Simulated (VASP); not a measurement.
B: relaxation of cell and atoms with PBE

B:

```
CELL_PARAMETERS angstrom
1.70160 0.00000 0.00000
-0.85080 1.47363 0.00000
0.00000 0.00000 3.24963
ATOMIC_POSITIONS crystal
B 0.00000 0.00000 0.00000
```

* Program: VASP 6.6.1
* Task: relaxation of cell and atoms
* Functional: PBE
* Potentials or basis: VASP PAW PBE potentials, release 64 (B)
* Cutoff: 600 eV
* k mesh: 22 × 22 × 20
* Occupations: fermi-dirac, width 0.08 eV
* Spin: no spin polarisation
* Target pressure: 5.9 GPa
* Dipole correction: no
* Further INCAR settings: ALGO = Normal; EDIFF = 1e-06; IBRION = 2; EDIFFG = -0.005; NSW = 32; ISIF = 3

* Relaxed volume: 8.14 Å³/atom
* Relaxed cell: a = 1.701 Å, b = 1.701 Å, c = 3.249 Å, α = 90.00°, β = 90.00°, γ = 120.00°
* Space group after relaxing (to 0.05 Å): P6/mmm (No. 191)
* Energy change on relaxing (the enthalpy is what falls): +0.2 meV/atom
* Ionic steps: 4
* Pressure after relaxing: 5.9 GPa

Stress tensor (GPa, compression positive):
```
5.96 0.00 0.00
0.00 5.96 0.00
0.00 0.00 5.83
```

The path:
```csv
step,energy change (eV),largest force (eV/Å),pressure (GPa),volume (Å³)
1,0.0000,0.0000,5.81,8.15
2,0.0002,0.0000,5.92,8.14
3,0.0002,0.0000,5.95,8.14
4,0.0002,0.0000,5.92,8.14
```

Final structure:
```cif
data_structure
_symmetry_space_group_name_H-M 'P 1'
_symmetry_Int_Tables_number 1
_cell_length_a 1.7013
_cell_length_b 1.7013
_cell_length_c 3.2490
_cell_angle_alpha 90.000
_cell_angle_beta 90.000
_cell_angle_gamma 120.000
_cell_volume 8.14
loop_
_atom_site_label
_atom_site_type_symbol
_atom_site_fract_x
_atom_site_fract_y
_atom_site_fract_z
_atom_site_occupancy
B1 B 0.00000 0.00000 0.00000 1
```

Levels at points of the mesh, in eV from the Fermi level:
| k point | band 1 | band 2 | band 3 | band 4 | band 5 |
| --- | --- | --- | --- | --- | --- |
| (0.00, 0.00, 0.00) | -17.41 | -5.93 | 3.26 | 25.04 | 25.04 |
| (0.50, 0.00, 0.00) | -8.87 | 0.96 | 6.86 | 15.79 | 16.22 |
| (0.00, 0.00, 0.50) | -16.69 | -9.23 | 12.35 | 18.30 | 25.07 |
| (0.50, 0.00, 0.50) | -8.68 | 1.88 | 4.80 | 10.78 | 16.28 |

It took 11 s on 1 thread of Intel(R) Xeon(R) 6975P-C (Granite Rapids) (shared host), peak memory 0.13 GiB.

Caveat: the cell is relaxed towards a set pressure, so the enthalpy falls and the energy may rise.
